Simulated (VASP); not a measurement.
# GdSeO: single point with PBE+D3(BJ)+U

The system is GdSeO.

```xyz
6
Lattice="3.9544 0.0000 0.0000 0.0000 3.9544 0.0000 0.0000 0.0000 6.9094" Properties=species:S:1:pos:R:3 pbc="T T T"
Gd    0.9886    0.9886    1.3097
Gd    2.9658    2.9658    5.5997
Se    0.9886    0.9886    4.3992
Se    2.9658    2.9658    2.5102
O     2.9658    0.9886    0.0000
O     0.9886    2.9658    0.0000
```

* Program: VASP 6.6.1
* Task: single point
* Functional: PBE
* Dispersion: D3(BJ)
* Potentials or basis: VASP PAW PBE potentials, release 64 (Gd, Se, O)
* Cutoff: 600 eV
* k mesh: 5 × 5 × 3
* Occupations: fermi-dirac, width 0.1 eV
* Spin: collinear spin, ferromagnetic start
* Starting moments: [6.9, 6.9, 0.0, 0.0, 0.0, 0.0] μB
* Hubbard terms: Gd f U = 7.02 eV, J = 0.41 eV

- Pressure: -2.6 GPa
- Largest force: 2.111 eV/Å
- Net moment: 13.58 μB per cell
- Site moments: Gd +6.85; Se -0.12; O -0.08 μB
- Valence electrons inside the program's atomic spheres: Gd 15.13; Se 3.82; O 4.98
- Dispersion energy per atom: -0.359 eV

Forces on the atoms (eV/Å):
```
Gd   0.000  0.000 -2.111
Gd   0.000  0.000  2.111
Se   0.000  0.000 -0.580
Se   0.000  0.000  0.580
O    0.000  0.000  0.000
O    0.000  0.000  0.000
```

Stress tensor (GPa, compression positive):
```
-2.39  0.00  0.00
 0.00 -2.39  0.00
 0.00  0.00 -3.07
```

Levels at points of the mesh, in eV from the Fermi level:
Spin up:
```csv
k point,band 32,band 33,band 34,band 35,band 36,band 37,band 38,band 39,band 40,band 41
"(0.00, 0.00, 0.00)",-1.60,-1.60,-1.11,-1.11,0.28,0.68,0.68,2.78,4.03,4.21
```
Spin down:
```
           k point  band 20  band 21  band 22  band 23  band 24  band 25  band 26  band 27
(0.00, 0.00, 0.00)    -1.28    -1.28     0.24     0.59     0.59     2.91     4.46     4.77
```

Eigenvalues of the final occupation matrices:
```tsv
site	spin	trace	eigenvalues
site 1 f	1	6.95	0.99 0.99 0.99 0.99 0.99 0.99 0.99
site 1 f	2	0.05	0.00 0.00 0.01 0.01 0.01 0.01 0.01
site 2 f	1	6.95	0.99 0.99 0.99 0.99 0.99 0.99 0.99
site 2 f	2	0.05	0.00 0.00 0.01 0.01 0.01 0.01 0.01
```

Run time: 8.4 min on 1 thread of Oxide Virtual Turin-like Processor, on a shared host, peak memory 0.32 GiB.

Caveat: three body term missing; spin-orbit coupling is left out, which moves the levels of the heavy elements; forces of over 1 eV/Å act on the atoms, so gaps and moduli don't describe the material at rest. The state reached can hang on the start; a lower one may exist.
